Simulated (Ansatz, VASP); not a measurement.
# One calculation of Zn, two programs

Contents of INCAR:

```
ALGO     = Normal         # electronic algorithm
EDIFF    = 1E-7           # SCF threshold, eV
EDIFFG   = -0.05          # ionic threshold
ENCUT    = 500            # plane-wave cutoff, eV
GGA      = CA             # functional
GGA_COMPAT= F            
IBRION   = 2              # ionic algorithm
ISIF     = 3              # what is computed and relaxed
ISMEAR   = 0              # smearing method
LASPH    = T              # aspherical terms in the spheres
LCHARG   = F              # write CHGCAR
LREAL    = F              # projectors in reciprocal space
LWAVE    = F              # write WAVECAR
NELM     = 120            # most SCF steps
NELMIN   = 4            
NSW      = 100            # ionic steps
PREC     = Accurate       # precision mode
SIGMA    = 0.1            # smearing width, eV
```

File KPOINTS:

```
k-points
0
Gamma
  8 8 8
```

File POSCAR:

```
Zn
1.0
   -1.5690370000      1.5690370000      1.5690370000
    1.5690370000     -1.5690370000      1.5690370000
    1.5690370000      1.5690370000     -1.5690370000
Zn
1
Direct
    0.0000000000      0.0000000000      0.0000000000
```

Input for Ansatz:

```yaml
crystal:
  lattice:
    - [-1.569037, 1.569037, 1.569037]
    - [1.569037, -1.569037, 1.569037]
    - [1.569037, 1.569037, -1.569037]
  atoms:
    - { symbol: Zn, position: [0.0, 0.0, 0.0] }
basis:
  ecutwfc: 520.0
kpoints:
  mp_grid: { grid: [8, 8, 8] }
hamiltonian:
  xc: lda
  pseudopotentials: { kind: paw }
scf:
  occupations: { method: gaussian, width: 0.1 }
output:
  forces: true
  stress: true
  eigenvalues: true
relax:
  adjacent_minimum: "off"
  f_tol: 0.05
  max_steps: 80
  cell: { stress_tol: 0.5 }
```

Alike in both runs: task relaxation of cell and atoms; functional LDA; k mesh 8 × 8 × 8; occupations gaussian, width 0.1 eV; no spin polarisation.

```csv
,VASP,Ansatz
version,VASP 6.6.1,Ansatz 0.2.0
potentials or method,"VASP PAW LDA potentials, release 64 (Zn), cutoff 500 eV","scalar-relativistic, plane waves, PAW"
valence electrons in the cell,12,12
```

Ansatz gave:

| Property | Result |
| --- | --- |
| gap on the k mesh at the Fermi level, each at its own relaxed structure (eV) | none |
| relaxed volume (Å³/atom) | 13.46 |
| relaxed cell length with the largest relative difference (Å) | 2.596 |

What did VASP give for the same quantities?

gap on the k mesh at the Fermi level, each at its own relaxed structure (eV): none; relaxed volume (Å³/atom): 13.51; relaxed cell length with the largest relative difference (Å): 2.598.

LDA's correlation is that of Perdew and Zunger in VASP and of Perdew and Wang (1992) in Ansatz. A gap of «none» marks a metal or a gap that the smearing closes.
